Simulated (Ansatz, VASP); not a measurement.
One calculation of NaAu, two programs

INCAR

```
SYSTEM = NaAu
PREC = Accurate
ENCUT = 970
EDIFF = 1E-7
ISMEAR = 0
SIGMA = 0.02
LREAL = .False.
LASPH = .True.
NELM = 120
ALGO = Normal
ISIF = 3
LWAVE = .False.
LCHARG = .False.
GGA = PE
IBRION = 2
NSW = 100
EDIFFG = -0.01
GGA_COMPAT = .False.
NELMIN = 4
```

KPOINTS

```
regular mesh
0
Gamma
  12 12 12
  0 0 0
```

File POSCAR:

```
NaAu
1.0
    2.2167525480      1.2798426803      3.1615032130
   -2.2167525480      1.2798426803      3.1615032130
    0.0000000000     -2.5596853607      3.1615032130
Na Au
1 1
Direct
    0.5000000000      0.5000000000      0.5000000000
    0.0000000000      0.0000000000      0.0000000000
```

Input for Ansatz:

```yaml
crystal:
  lattice:
    - [2.216752548, 1.2798426803, 3.161503213]
    - [-2.216752548, 1.2798426803, 3.161503213]
    - [0.0, -2.5596853607, 3.161503213]
  atoms:
    - { symbol: Na, position: [0.5, 0.5, 0.5] }
    - { symbol: Au, position: [0.0, 0.0, 0.0] }
basis:
  ecutwfc: 420
kpoints:
  mp_grid: { grid: [12, 12, 12] }
hamiltonian:
  xc: pbe
scf:
  occupations: { method: gaussian, width: 0.02 }
output:
  forces: true
  stress: true
  eigenvalues: true
  write_density: true
  write_potential: true
  elf: true
  volumetric_format: npy
relax:
  adjacent_minimum: "off"
  f_tol: 0.01
  max_steps: 80
  cell: { stress_tol: 0.05 }
```

Alike in both runs: task relaxation of cell and atoms; functional PBE; k mesh 12 × 12 × 12; occupations gaussian, width 0.02 eV; no spin polarisation.

```csv
,VASP,Ansatz
version,VASP 6.6.1,Ansatz 0.2.0
potentials or method,"VASP PAW PBE potentials, release 64 (Na_sv, Au_sv_GW), cutoff 970 eV","scalar-relativistic, plane waves, PAW"
valence electrons in the cell,28,28
```

Ansatz gave:

- gap on the k mesh at the Fermi level, each at its own relaxed structure (eV): 1.10
- relaxed volume (Å³/atom): 27.57
- relaxed length of the cell vector where the two differ most in proportion (Å): 4.274

Problem. Estimate VASP's values.

Solution. gap on the k mesh at the Fermi level, each at its own relaxed structure (eV): 0.76; relaxed volume (Å³/atom): 26.73; relaxed length of the cell vector where the two differ most in proportion (Å): 4.060.

One of these differences is far larger than is usual between the two programs; its cause wasn't traced.

Spin-orbit coupling is off throughout.
